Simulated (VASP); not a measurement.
Set up this calculation in VASP 6.6.1, as the native input.

```
Task                   : relaxation of cell and atoms
Functional             : PBE
Potentials or basis    : VASP PAW PBE potentials, release 64 (Mo_sv, F)
Cutoff                 : 600 eV
k mesh                 : 24 × 24 × 14
Occupations            : gaussian, width 0.1 eV
Spin                   : no spin polarisation
Dipole correction      : no
Further INCAR settings : ALGO = Normal; EDIFF = 1e-06; IBRION = 2; EDIFFG = -0.01; NSW = 100; ISIF = 3
```

The structure of MoF lies in POSCAR:

```
MoF
1.0
    2.6549495996      0.0000000000      0.0000000000
   -1.3274747998      2.2992537990      0.0000000000
    0.0000000000      0.0000000000      4.0524695959
Mo F
1 1
Direct
    0.6666666667      0.3333333333      0.5000000000
    0.0000000000      0.0000000000      0.0000000000
```

One way to write it, as run:

INCAR

```
SYSTEM = MoF
ALGO     = Normal         ! electronic algorithm
EDIFF    = 1E-6           ! SCF threshold, eV
EDIFFG   = -0.01          ! ionic threshold
ENCUT    = 600            ! plane-wave cutoff, eV
GGA      = PE             ! functional
IBRION   = 2              ! ionic algorithm
ISIF     = 3              ! what is computed and relaxed
ISMEAR   = 0              ! smearing method
LASPH    = .True.         ! aspherical terms in the spheres
LCHARG   = .False.        ! write CHGCAR
LREAL    = .False.        ! projectors in reciprocal space
LWAVE    = .False.        ! write WAVECAR
NELM     = 100            ! most SCF steps
NSW      = 100            ! ionic steps
PREC     = Accurate       ! precision mode
SIGMA    = 0.1            ! smearing width, eV
```

KPOINTS

```
k-points
0
Gamma
  24 24 14
  0 0 0
```

Potentials or basis: VASP PAW PBE potentials, release 64 (Mo_sv, F).

Run with:

```bash
$ cat potpaw_PBE.64/Mo_sv/POTCAR potpaw_PBE.64/F/POTCAR > POTCAR
$ mpirun -np 1 vasp_std > vasp.out
```

Results of the run:

```json
{"Relaxed volume": "12.42 Å³/atom", "Relaxed cell": "a = 2.665 Å, b = 2.665 Å, c = 4.037 Å, α = 90.00°, β = 90.00°, γ = 120.00°", "Space group after relaxing (to 0.05 Å)": "P-6m2 (No. 187)", "Energy gained by relaxing": "0.7 meV/atom", "Ionic steps": "5", "Pressure after relaxing": "0.0 GPa"}
```

Caveat: an odd number of electrons without spin polarisation forces a metal; a magnetic or distorted state may lie lower.

It took 7.4 min on 1 thread of Intel(R) Xeon(R) Platinum 8259CL CPU @ 2.50GHz (Skylake/Cascade Lake), with other jobs on the host, peak memory 0.34 GiB.
